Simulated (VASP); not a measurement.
The system is PbSe.

```
Pb Se
1.0
     2.13770   -5.99676    0.00000
     2.13770    5.99676    0.00000
     0.00000    0.00000    4.43349
Pb Se
2 2
Cartesian
  2.1377 -1.5404 3.3251
  2.1377 1.5404 1.1084
  2.1377 -4.3499 3.3251
  2.1377 4.3499 1.1084
```

Base run:

| Quantity | Value |
| --- | --- |
| Program | VASP 6.6.1 |
| Functional | PBE |
| Potentials or basis | VASP PAW PBE potentials, release 64 (Pb_d, Se) |
| Cutoff | 520 eV |
| k mesh | 6 × 6 × 6 |
| Occupations | gaussian, width 0.01 eV |
| Spin | no spin polarisation |

Its results: band gap on the k mesh 1.09 eV (least direct gap 1.22 eV); pressure 2.0 GPa; largest force 0.157 eV/Å.

Task: The run is repeated on the same cell with these changes: functional from PBE to r2SCAN. What comes out?

Result: Band gap on the k mesh 1.40 eV (least direct gap 1.55 eV); pressure 1.0 GPa; largest force 0.009 eV/Å.

Caveats: spin-orbit coupling is left out, which moves the levels of the heavy elements; the PAW data sets were made with another functional, which shifts forces and pressure a little (at least some runs).

A k mesh can miss the band edges.
